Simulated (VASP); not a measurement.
**AgRh: single point with PBEsol**

AgRh:

```
Ag Rh
1.0
     2.72089    0.00000    0.00000
    -1.36044    2.35636    0.00000
     0.00000    0.00000    4.71044
Ag Rh
1 1
Direct
  0.00000 0.00000 0.50000
  0.66667 0.33333 0.00000
```

This cell differs from its parent crystal: volume scaled by 0.94.

```yaml
Program: VASP 6.6.1
Task: single point
Functional: PBEsol
Potentials_or_basis: VASP PAW PBE potentials, release 64 (Ag, Rh_pv)
Cutoff: 520 eV
k_mesh: 11 × 11 × 6
Occupations: fermi-dirac, width 0.05 eV
Spin: no spin polarisation
Dipole_correction: no
Further_INCAR_settings: ALGO = Normal; EDIFF = 1e-07; NBANDS = 20
```

```json
{
  "Pressure": "-1.1 GPa",
  "Band gap on the k mesh": "zero (band 13 reaches 10.77 eV, above the bottom of band 14 at 9.30 eV)"
}
```

Stress tensor (GPa, compression positive):
```
-0.46  0.00  0.00
 0.00 -0.46  0.00
 0.00  0.00 -2.36
```

Levels at points of the mesh, in eV from the Fermi level:
```csv
k point,band 10,band 11,band 12,band 13,band 14,band 15,band 16,band 17
"(0.00, 0.00, 0.00)",-3.16,-1.96,-1.96,-0.02,0.15,0.15,5.75,16.74
"(0.00, 0.00, 0.50)",-3.27,-2.75,-1.72,-1.72,0.10,0.10,11.99,13.04
```

Wall time 24 s on 1 thread of Intel(R) Xeon(R) Platinum 8375C CPU @ 2.90GHz (Ice Lake), with other jobs on the host, peak memory 0.16 GiB.

Caveat: the PAW data sets were made with another functional, which shifts forces and pressure a little.
